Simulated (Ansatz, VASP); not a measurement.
**Two plane-wave programs on BiTe**

INCAR

```
PREC = Accurate ; ENCUT = 500
EDIFF = 1E-6 ; ISMEAR = 0
SIGMA = 0.15 ; LREAL = F
LASPH = T ; NELM = 120
ALGO = Normal ; ISIF = 2
LWAVE = F ; LCHARG = T
GGA = PS ; LELF = T
LVHAR = T ; NBANDS = 18
GGA_COMPAT = F
```

The input KPOINTS:

```
regular mesh
0
Gamma
  16 16 16
```

File POSCAR:

```
BiTe
1.0
    0.0000000000      3.2930684425      3.1971538277
    3.2930684425      0.0000000000      3.1971538277
    3.2930684425      3.2930684425      0.0000000000
Bi Te
1 1
Direct
    0.0000000000      0.0000000000      0.0000000000
    0.5000000000      0.5000000000      0.5000000000
```

Input for Ansatz:

```yaml
crystal:
  lattice:
    - [0.0, 3.2930684425, 3.1971538277]
    - [3.2930684425, 0.0, 3.1971538277]
    - [3.2930684425, 3.2930684425, 0.0]
  atoms:
    - { symbol: Bi, position: [0.0, 0.0, 0.0] }
    - { symbol: Te, position: [0.5, 0.5, 0.5] }
basis:
  ecutwfc: 420
kpoints:
  mp_grid: { grid: [16, 16, 16] }
hamiltonian:
  xc: pbesol
scf:
  occupations: { method: gaussian, width: 0.15 }
output:
  forces: true
  stress: true
  eigenvalues: true
```

Change from the starting cell: strain +0.030 along x and y, +0.000 along z, atoms carried along.

Alike in both runs: task single point; functional PBEsol; k mesh 16 × 16 × 16; occupations gaussian, width 0.15 eV; no spin polarisation.

|  | VASP | Ansatz |
| --- | --- | --- |
| version | VASP 6.6.1 | Ansatz 0.2.0 |
| potentials or method | VASP PAW PBE potentials, release 64 (Bi_d, Te), cutoff 500 eV | scalar-relativistic, plane waves, PAW |
| valence electrons in the cell | 21 | 31 |

```csv
,VASP,Ansatz,Ansatz less VASP
gap on the k mesh at the Fermi level (eV),none,none,-
pressure (GPa),-2.7,-2.7,+0.02
"traceless stress, the component that is largest in VASP (GPa)",1.46,1.46,-0.002
```

VASP's potentials were made for PBE, not for PBEsol. A gap of «none» marks a metal or a gap that the smearing closes. VASP's potentials hold 21 valence electrons a cell and Ansatz's 31, so a difference there can come from the potentials and not from the codes.

Spin-orbit coupling is off throughout.
